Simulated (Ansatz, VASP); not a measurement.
## Si4O7 in VASP and in Ansatz

The input INCAR:

```
  PREC = Accurate
  ENCUT = 520
  EDIFF = 1E-7
  ISMEAR = 0
  SIGMA = 0.05
  LREAL = False
  LASPH = True
  NELM = 80
  ALGO = Normal
  ISIF = 2
  LWAVE = False
  LCHARG = False
  NBANDS = 40
```

The input KPOINTS:

```
Automatic mesh
0
Gamma
  6 6 6
```

File POSCAR:

```
Si4O7
1.0
    0.0000000000      4.1548619959     -2.6614337333
    0.0000000000     -4.1548619959     -2.6614337333
   -4.1548619959      0.0000000000      2.6614337333
Si O
4 7
Direct
    0.2500000000      0.7500000000      0.5000000000
    0.7500000000      0.2500000000      0.5000000000
    0.0000000000      0.0000000000      1.0000000000
    0.5000000000      0.5000000000      1.0000000000
    1.0000000000      0.3055647994      0.3055647994
    0.5555647994      0.7500000000      0.8055647994
    0.0555647994      0.2500000000      0.8055647994
    0.0000000000      0.6944352006      0.6944352006
    0.4787265262      0.2430440008      0.7217705270
    0.9444352006      0.7500000000      0.1944352006
    0.4444352006      0.2500000000      0.1944352006
```

Input for Ansatz:

```yaml
crystal:
  lattice:
    - [0.0, 4.1548619959, -2.6614337333]
    - [0.0, -4.1548619959, -2.6614337333]
    - [-4.1548619959, 0.0, 2.6614337333]
  atoms:
    - { symbol: Si, position: [0.25, 0.75, 0.5] }
    - { symbol: Si, position: [0.75, 0.25, 0.5] }
    - { symbol: Si, position: [0.0, 0.0, 1.0] }
    - { symbol: Si, position: [0.5, 0.5, 1.0] }
    - { symbol: O, position: [1.0, 0.3055647994, 0.3055647994] }
    - { symbol: O, position: [0.5555647994, 0.75, 0.8055647994] }
    - { symbol: O, position: [0.0555647994, 0.25, 0.8055647994] }
    - { symbol: O, position: [0.0, 0.6944352006, 0.6944352006] }
    - { symbol: O, position: [0.4787265262, 0.2430440008, 0.721770527] }
    - { symbol: O, position: [0.9444352006, 0.75, 0.1944352006] }
    - { symbol: O, position: [0.4444352006, 0.25, 0.1944352006] }
basis:
  ecutwfc: 420
kpoints:
  mp_grid: { grid: [6, 6, 6] }
hamiltonian:
  xc: lda
  pseudopotentials: { kind: paw, azcp: { folder: soft_1 } }
scf:
  occupations: { method: gaussian, width: 0.05 }
output:
  forces: true
  stress: true
  eigenvalues: true
  write_density: true
  write_potential: true
  elf: true
  volumetric_format: npy
```

Change from the starting cell: O vacancy; atom 9 moved -0.125 of the way to it and -0.125 Å across, host rigid.

Alike in both runs: task single point; functional LDA; k mesh 6 × 6 × 6; occupations gaussian, width 0.05 eV; no spin polarisation.

|  | VASP | Ansatz |
| --- | --- | --- |
| version | VASP 6.6.1 | Ansatz 0.2.0 |
| potentials or method | VASP PAW LDA potentials, release 64 (Si, O), cutoff 520 eV | scalar-relativistic, plane waves, PAW |
| valence electrons in the cell | 58 | 58 |

|  | VASP | Ansatz | Ansatz less VASP |
| --- | --- | --- | --- |
| gap on the k mesh at the Fermi level (eV) | 2.11 | 2.12 | +0.008 |
| least direct gap on the mesh (eV) | 2.61 | 2.62 | +0.007 |
| pressure (GPa) | 3.9 | 3.0 | -0.91 |
| traceless stress, the component that is largest in VASP (GPa) | -7.05 | -7.43 | -0.384 |
| rms of the force components (eV/Å) | 2.091 | 2.057 | -0.0343 |

Ansatz warns that its potentials were made for another functional, while VASP's fit it. LDA's correlation is that of Perdew and Zunger in VASP and of Perdew and Wang (1992) in Ansatz. Atom by atom the forces differ by 0.041 eV/Å (rms over components).
